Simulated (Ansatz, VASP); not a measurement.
**SiB3W: VASP beside Ansatz**

The input INCAR:

```
SYSTEM = SiB3W
PREC = Accurate ; ENCUT = 500
EDIFF = 1E-7 ; ISMEAR = 0
SIGMA = 0.1 ; LREAL = .False.
LASPH = .True. ; NELM = 120
ALGO = Normal ; ISIF = 3
LWAVE = .False. ; LCHARG = .False.
GGA = PE ; IBRION = 2
NSW = 90 ; EDIFFG = -0.04
GGA_COMPAT = .False. ; NELMIN = 4
```

KPOINTS

```
Automatic mesh
0
Gamma
  6 6 4
  0 0 0
```

File POSCAR:

```
SiB3W
1.0
    3.3567327400      0.0000000000      0.0000000000
   -1.6783663700      2.9070158200      0.0000000000
    0.0000000000      0.0000000000      6.3206455600
Si B W
1 3 1
Direct
    0.0000000000      0.0000000000      0.0000000000
    0.5000000000      0.0000000000      0.0000000000
    0.0000000000      0.5000000000      0.0000000000
    0.5000000000      0.5000000000      0.0000000000
    0.0000000000      0.0000000000      0.5000000000
```

Input for Ansatz:

```yaml
crystal:
  lattice:
    - [3.35673274, 0.0, 0.0]
    - [-1.67836637, 2.90701582, 0.0]
    - [0.0, 0.0, 6.32064556]
  atoms:
    - { symbol: Si, position: [0.0, 0.0, 0.0] }
    - { symbol: B, position: [0.5, 0.0, 0.0] }
    - { symbol: B, position: [0.0, 0.5, 0.0] }
    - { symbol: B, position: [0.5, 0.5, 0.0] }
    - { symbol: W, position: [0.0, 0.0, 0.5] }
basis:
  ecutwfc: 420
kpoints:
  mp_grid: { grid: [6, 6, 4] }
hamiltonian:
  xc: pbe
scf:
  occupations: { method: gaussian, width: 0.1 }
  lower_state_search: "off"
output:
  forces: true
  stress: true
  eigenvalues: true
relax:
  adjacent_minimum: "off"
  f_tol: 0.04
  max_steps: 70
  cell: { stress_tol: 0.4 }
```

Alike in both runs: task relaxation of cell and atoms; functional PBE; k mesh 6 × 6 × 4; occupations gaussian, width 0.1 eV; no spin polarisation.

```csv
,VASP,Ansatz
version,VASP 6.6.1,Ansatz 0.2.0
potentials or method,"VASP PAW PBE potentials, release 64 (Si, B, W_sv), cutoff 500 eV","scalar-relativistic, plane waves, PAW"
valence electrons in the cell,27,27
```

|  | VASP | Ansatz | Ansatz less VASP |
| --- | --- | --- | --- |
| gap on the k mesh at the Fermi level, each at its own relaxed structure (eV) | none | none | - |
| relaxed volume (Å³/atom) | 12.32 | 12.32 | -0.002 |
| relaxed cell length with the largest relative difference (Å) | 4.659 | 4.651 | -0.0076 |

A gap of «none» marks a metal or a gap that the smearing closes.

The k mesh is coarse, so the values compare programs but aren't converged. Spin-orbit coupling is off throughout.
